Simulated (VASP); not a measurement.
# SnO in VASP: notebook

Runs on SnO. Level: PBE+D3(BJ). Tasks: single point.

Program: VASP 6.6.1. These are calculated values, not measurements. Logs are shortened: lines on timing, memory, paths and dates and some standing lists are left out, and cuts for length are marked.

## Step 1: The cell of the first run

The cell holds a slab with vacuum, 8 atoms: a = 3.820 Å, b = 3.820 Å, c = 22.226 Å, α = 90.00°, β = 90.00°, γ = 90.00°.

## Step 2: Single point, PBE+D3(BJ) (layers slid over each other)

The input, INCAR:

```
PREC = Accurate
ENCUT = 520
EDIFF = 1E-6
ISMEAR = 0
SIGMA = 0.05
LREAL = F
LASPH = T
NELM = 120
ALGO = Normal
ISIF = 2
LWAVE = F
LCHARG = F
LDIPOL = T
IDIPOL = 3
DIPOL = 0.5 0.5 0.403
GGA = PE
IVDW = 12
NBANDS = 50
GGA_COMPAT = F
NELMDL = -8
```

The input, KPOINTS:

```
regular mesh
0
Gamma
  7 7 1
```

The input, POSCAR:

```
SnO
1.0
    3.8201708766      0.0000000000      0.0000000000
    0.0000000000      3.8201708766      0.0000000000
    0.0000000000      0.0000000000     22.2260720666
Sn O
4 4
Direct
    0.5000000000      0.0000000000      0.2024649244
    0.0000000000      0.5000000000      0.3087831270
    0.0000000000      0.6250000000      0.4977503897
    0.5000000000      0.1250000000      0.6040685923
    0.0000000000      0.0000000000      0.2556240257
    0.5000000000      0.5000000000      0.2556240257
    0.5000000000      0.6250000000      0.5509094910
    0.0000000000      0.1250000000      0.5509094910
```

Potentials or basis: VASP PAW PBE potentials, release 64 (Sn_d, O).

The run is started by

```console
$ cat potpaw_PBE.64/Sn_d/POTCAR potpaw_PBE.64/O/POTCAR > POTCAR
$ mpirun -np 1 vasp_std > vasp.out
```

OUTCAR:

```text
PREC = Accurate
   ENCUT = 520
   EDIFF = 1E-6
   ISMEAR = 0
   LREAL = F
   LASPH = T
   NELM = 120
   ISIF = 2
   GGA = PE
   IVDW = 12
   NELMDL = -8
 IVDW          = 12

 ion  position               nearest neighbor table
   1  0.500  0.000  0.202-   5 2.25   6 2.25   6 2.25   5 2.25   2 3.59   2 3.59   2 3.59   2 3.59

   2  0.000  0.500  0.309-   5 2.25   6 2.25   5 2.25   6 2.25   1 3.59   1 3.59   1 3.59   1 3.59

   3  0.000  0.625  0.498-   7 2.25   8 2.25   8 2.25   7 2.25   4 3.59   4 3.59   4 3.59   4 3.59

   4  0.500  0.125  0.604-   7 2.25   8 2.25   7 2.25   8 2.25   3 3.59   3 3.59   3 3.59   3 3.59

   5  0.000  0.000  0.256-   2 2.25   2 2.25   1 2.25   1 2.25
   6  0.500  0.500  0.256-   2 2.25   2 2.25   1 2.25   1 2.25
   7  0.500  0.625  0.551-   3 2.25   3 2.25   4 2.25   4 2.25
   8  0.000  0.125  0.551-   3 2.25   3 2.25   4 2.25   4 2.25

  LATTYP: Found a simple tetragonal cell.
 ALAT       =     3.8201708766
 C/A-ratio  =     5.8180832179

  Lattice vectors:

 A1 = (   3.8201708766,   0.0000000000,   0.0000000000)
 A2 = (   0.0000000000,   3.8201708766,   0.0000000000)
 A3 = (   0.0000000000,   0.0000000000,  22.2260720666)

Analysis of symmetry for initial positions (statically):
=====================================================================
 Subroutine PRICEL returns:
 Original cell was already a primitive cell.

 Routine SETGRP: Setting up the symmetry group for a
 simple tetragonal supercell.

 Subroutine GETGRP returns: Found  4 space group operations
 (whereof  2 operations were pure point group operations)
 out of a pool of 16 trial point group operations.

The static configuration has the point symmetry C_1h.
 The point group associated with its full space group is C_2h.

Analysis of symmetry for dynamics (positions and initial velocities):
=====================================================================
 Subroutine PRICEL returns:
 Original cell was already a primitive cell.

 Routine SETGRP: Setting up the symmetry group for a
 simple tetragonal supercell.

 Subroutine GETGRP returns: Found  4 space group operations
 (whereof  2 operations were pure point group operations)
 out of a pool of 16 trial point group operations.

The dynamic configuration has the point symmetry C_1h.
 The point group associated with its full space group is C_2h.

 Subroutine INISYM returns: Found  4 space group operations
 (whereof  2 operations are pure point group operations),
 and found     1 'primitive' translations

----------------------------------------------------------------------------------------

                                     Primitive cell

  volume of cell :     324.3608

  direct lattice vectors                    reciprocal lattice vectors
     3.820170877  0.000000000  0.000000000     0.261768395  0.000000000  0.000000000
     0.000000000  3.820170877  0.000000000     0.000000000  0.261768395  0.000000000
     0.000000000  0.000000000 22.226072067     0.000000000  0.000000000  0.044992205

  length of vectors
     3.820170877  3.820170877 22.226072067     0.261768395  0.261768395  0.044992205

  position of ions in fractional coordinates (direct lattice)
     0.500000000  0.000000000  0.202464924
     0.000000000  0.500000000  0.308783127
     0.000000000  0.625000000  0.497750390
     0.500000000  0.125000000  0.604068592
     0.000000000  0.000000000  0.255624026
     0.500000000  0.500000000  0.255624026
     0.500000000  0.625000000  0.550909491
     0.000000000  0.125000000  0.550909491

  ion indices of the primitive-cell ions
   primitive index   ion index
                 1           1
                 2           2
                 3           3
                 4           4
                 5           5
                 6           6
                 7           7
                 8           8

----------------------------------------------------------------------------------------

 KPOINTS: regular mesh

Automatic generation of k-mesh.
 Grid dimensions read from file:
 generate k-points for:    7    7    1

 Generating k-lattice:

  Cartesian coordinates                     Fractional coordinates (reciprocal lattice)
     0.037395485  0.000000000  0.000000000     0.142857143  0.000000000  0.000000000
     0.000000000  0.037395485  0.000000000     0.000000000  0.142857143  0.000000000
     0.000000000  0.000000000  0.044992205     0.000000000  0.000000000  1.000000000

  Length of vectors
     0.037395485  0.037395485  0.044992205

  Shift w.r.t. Gamma in fractional coordinates (k-lattice)
     0.000000000  0.000000000  0.000000000

 Subroutine IBZKPT returns following result:
 ===========================================

 Found     16 irreducible k-points:

 Following reciprocal coordinates:
            Coordinates               Weight
  0.000000  0.000000  0.000000      1.000000
  0.142857  0.000000  0.000000      2.000000
  0.000000  0.142857  0.000000      2.000000
  0.285714  0.000000  0.000000      2.000000
  0.000000  0.285714  0.000000      2.000000
  0.428571  0.000000  0.000000      2.000000
[... 8 lines left out ...]
 -0.285714  0.428571  0.000000      4.000000
  0.428571  0.428571  0.000000      4.000000
   k-points           NKPTS =     16   k-points in BZ     NKDIM =     16   number of bands    NBANDS=     50
   number of dos      NEDOS =    301   number of ions     NIONS =      8
   total plane-waves  NPLWV = 131712
   dimension x,y,z NGX =    28 NGY =   28 NGZ =  168
   dimension x,y,z NGXF=    56 NGYF=   56 NGZF=  336
   ions per type =               4   4
   NGX,Y,Z   is equivalent  to a cutoff of  12.19, 12.19, 12.57 a.u.
   NGXF,Y,Z  is equivalent  to a cutoff of  24.37, 24.37, 25.13 a.u.
 SYSTEM =  unknown system
   PREC   = accura    normal or accurate (medium, high low for compatibility)
   ISTART =      0    job   : 0-new  1-cont  2-samecut
   ICHARG =      2    charge: 1-file 2-atom 10-const
   ISPIN  =      1    spin polarized calculation?
   LNONCOLLINEAR =      F non collinear calculations
   LSORBIT =      F    spin-orbit coupling
   LASPH  =      T    aspherical Exc in radial PAW
   ENCUT  =  520.0 eV  38.22 Ry    6.18 a.u.   7.10  7.10 41.33*2*pi/ulx,y,z
   NELM   =    120;   NELMIN=  2; NELMDL= -8     # of ELM steps
   EDIFF  = 0.1E-05   stopping-criterion for ELM
   LREAL  =      F    real-space projection
   EDIFFG = 0.1E-04   stopping-criterion for IOM
   NSW    =      0    number of steps for IOM
   IBRION =     -1    ionic relax: 0-MD 1-quasi-New 2-CG
   NFREE  =      0    steps in history (QN), initial steepest desc. (CG)
   ISIF   =      2    stress and relaxation
   ISYM   =      2    0-nonsym 1-usesym 2-fastsym
   POTIM  = 0.5000    time-step for ionic-motion
   TEBEG  =    0.0;   TEEND  =   0.0 temperature during run
   PSTRESS=    0.0 pullay stress
   NELECT =      80.0000    total number of electrons
   NUPDOWN=      -1.0000    fix difference up-down
   EMIN   =  10.00;   EMAX   =-10.00  energy-range for DOS
   EFERMI =   0.00;   METHOD = LEGACY
   ISMEAR =     0;   SIGMA  =   0.05  broadening in eV -4-tet -1-fermi 0-gaus
   EFERMI_NEDOS =   21; number of points for ismear=-14 and -15
   IALGO  =     38    algorithm
   IMIX   =      4    mixing-type and parameters
     AMIX     =   0.40;   BMIX     =  1.00
     AMIX_MAG =   1.60;   BMIX_MAG =  1.00
  volume/ion in A,a.u.               =      40.55       273.61
  Fermi-wavevector in a.u.,A,eV,Ry     =   1.026665  1.940115 14.341097  1.054041
  Thomas-Fermi vector in A             =   2.160570
   LORBIT       =      0    0 simple, 1 ext, 2 COOP (PROOUT), +10 PAW based schemes
   GGA     = PE    functional components
   LHFCALC =     F    Hartree Fock is set to
   AEXX    =    0.0000 exact exchange contribution
   IVDW    =    12    specifies the selected vdW correction
   LEPSILON=     F    determine dielectric tensor
   LRPA    =     F    only Hartree local field effects (RPA)
 non-spin polarized calculation
 Gauss-broadening in eV      SIGMA  =   0.05
  energy-cutoff  :      520.00
  volume of cell :      324.36
 maximum number of plane-waves:      8769
   NGX = 15   NGY = 15   NGZ = 83

 dipolmoment           0.000000      0.000000      0.000153 electrons x Angstroem

 number of electron      79.9999970 magnetization

 dipolmoment           0.000000      0.000000     -0.000004 electrons x Angstroem

 Free energy of the ion-electron system (eV)
  ---------------------------------------------------
  ext. energy  EPLUGINS =         0.00000000
  ---------------------------------------------------
  free energy    TOTEN  =       -45.12387717 eV

  energy without entropy =      -45.12387717  energy(sigma->0) =      -45.12387717

 E-fermi :   0.0780     XC(G=0):  -5.3127

 val. band max:       -0.1718292583   @ k =   0.1429   0.1429   0.0000
 cond. band min:       2.2378752292   @ k =   0.4286   0.0000   0.0000
 fundamental gap:      2.4097044875
 Fermi energy:         0.0779513350

 k-point     1 :       0.0000    0.0000    0.0000
  band No.  band energies     occupation
      1     -21.0407      2.00000
      2     -21.0407      2.00000
      3     -20.6802      2.00000
      4     -20.6801      2.00000
      5     -20.6433      2.00000
      6     -20.6432      2.00000
[... 42 lines left out ...]
     49       5.2097      0.00000
     50       5.2385      0.00000

 k-point     2 :       0.1429    0.0000    0.0000
  band No.  band energies     occupation
      1     -21.0318      2.00000
      2     -21.0317      2.00000
      3     -20.6809      2.00000
      4     -20.6807      2.00000
      5     -20.6449      2.00000
      6     -20.6444      2.00000
[... 42 lines left out ...]
     49       5.3877      0.00000
     50       5.5628      0.00000

 k-point     3 :       0.0000    0.1429    0.0000
  band No.  band energies     occupation
      1     -21.0318      2.00000
      2     -21.0317      2.00000
      3     -20.6809      2.00000
      4     -20.6807      2.00000
      5     -20.6450      2.00000
      6     -20.6444      2.00000
[... 42 lines left out ...]
     49       5.4156      0.00000
     50       5.4975      0.00000

 k-point     4 :       0.2857    0.0000    0.0000
  band No.  band energies     occupation
      1     -21.0070      2.00000
      2     -21.0068      2.00000
      3     -20.7778      2.00000
      4     -20.7773      2.00000
      5     -20.6490      2.00000
      6     -20.6486      2.00000
[... 575 lines left out ...]
 k-point    15 :      -0.2857    0.4286    0.0000
  band No.  band energies     occupation
      1     -20.9763      2.00000
      2     -20.9759      2.00000
      3     -20.9344      2.00000
      4     -20.9338      2.00000
      5     -20.6453      2.00000
      6     -20.6451      2.00000
[... 42 lines left out ...]
     49       5.6880      0.00000
     50       6.1348      0.00000

 k-point    16 :       0.4286    0.4286    0.0000
  band No.  band energies     occupation
      1     -20.9822      2.00000
      2     -20.9817      2.00000
      3     -20.9684      2.00000
      4     -20.9678      2.00000
      5     -20.6471      2.00000
      6     -20.6469      2.00000
[... 42 lines left out ...]
     49       5.9597      0.00000
     50       6.0600      0.00000

------------------------ aborting loop because EDIFF is reached ----------------------------------------

 vacuum level on the upper side and lower side of the slab       (xc-potential included)        -0.172        -0.170

 Edisp (eV)   -1.23664

 E8    (eV) :    -0.5464

  FORCE on cell =-STRESS in cart. coord.  units (eV):
  Direction    XX          YY          ZZ          XY          YZ          ZX
  --------------------------------------------------------------------------------------
  -------------------------------------------------------------------------------------
  Total       0.24870     0.26365     0.47729     0.00000     0.19649     0.00000
  in kB       1.22844     1.30229     2.35758     0.00000     0.97055     0.00000
  external pressure =        1.63 kB  Pullay stress =        0.00 kB

 VOLUME and BASIS-vectors are now :
 -----------------------------------------------------------------------------
  energy-cutoff  :      520.00
  volume of cell :      324.36
      direct lattice vectors                 reciprocal lattice vectors
     3.820170877  0.000000000  0.000000000     0.261768395  0.000000000  0.000000000
     0.000000000  3.820170877  0.000000000     0.000000000  0.261768395  0.000000000
     0.000000000  0.000000000 22.226072067     0.000000000  0.000000000  0.044992205

 POSITION                                       TOTAL-FORCE (eV/Angst)
 -----------------------------------------------------------------------------------
      1.91009      0.00000      4.50000         0.000000     -0.003651     -0.084564
      0.00000      1.91009      6.86304         0.000000     -0.021737      0.034813
      0.00000      2.38761     11.06304         0.000000      0.021737     -0.034813
      1.91009      0.47752     13.42607         0.000000      0.003651      0.084564
      0.00000      0.00000      5.68152         0.000000     -0.018288     -0.001990
      1.91009      1.91009      5.68152         0.000000      0.007217     -0.001806
      1.91009      2.38761     12.24455         0.000000     -0.007217      0.001806
      0.00000      0.47752     12.24455         0.000000      0.018288      0.001990
 -----------------------------------------------------------------------------------
    total drift:                                0.000000     -0.000000     -0.000189

  FREE ENERGIE OF THE ION-ELECTRON SYSTEM (eV)
  ---------------------------------------------------
  free  energy   TOTEN  =       -46.3605165262 eV

  energy  without entropy=      -46.3605165262  energy(sigma->0) =      -46.36051653

 vacuum level on the upper side and lower side of the slab         4.812         4.816
```

Run time: 10 min. Hardware: 1 thread of Oxide Virtual Turin-like, shared host; peak memory 0.42 GiB.

Results:

| Quantity | Value |
| --- | --- |
| Free energy | -46.3605 eV |
| Largest force | 0.085 eV/Å |
| Band gap on the k mesh | 2.41 eV (least direct gap 2.55 eV) |
| Dispersion energy per atom | -0.155 eV |

Forces on the atoms (eV/Å):
```
Sn   0.000 -0.004 -0.085
Sn   0.000 -0.022  0.035
Sn   0.000  0.022 -0.035
Sn   0.000  0.004  0.085
O    0.000 -0.018 -0.002
O    0.000  0.007 -0.002
O    0.000 -0.007  0.002
O    0.000  0.018  0.002
```

Levels at points of the mesh, in eV from the valence-band top:
| k point | band 38 | band 39 | band 40 | band 41 | band 42 | band 43 |
| --- | --- | --- | --- | --- | --- | --- |
| (0.00, 0.00, 0.00) | -1.96 | -0.64 | -0.04 | 2.51 | 2.85 | 2.85 |

Caveat: the cell differs from its parent crystal (layers slid over each other); spin-orbit coupling is left out, which moves the levels of the heavy elements.

[end of part 1 of 2]
